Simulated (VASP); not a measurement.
A run of VASP 6.6.1 is set up as follows.

Contents of INCAR:

```
PREC = Accurate
ENCUT = 520
EDIFF = 1E-6
ISMEAR = -1
SIGMA = 0.05
LREAL = F
LASPH = T
NELM = 100
ALGO = Fast
ISIF = 2
LWAVE = F
LCHARG = F
GGA = CA
NBANDS = 12
```

File KPOINTS:

```
Automatic mesh
0
Gamma
  11 11 11
```

File POSCAR:

```
Ag
1.0
    0.0000000000      2.0562785400      2.0562785400
    2.0562785400      0.0000000000      2.0562785400
    2.0562785400      2.0562785400      0.0000000000
Ag
1
Direct
    0.0000000000      0.0000000000      0.0000000000
```

Potentials or basis: VASP PAW LDA potentials, release 64 (Ag).

The run is started by

```console
$ cat potpaw_LDA.64/Ag/POTCAR > POTCAR
$ mpirun -np 1 vasp_std > vasp.out
```

(1) Estimate the pressure.

## Answers

(1) -9.1 GPa.
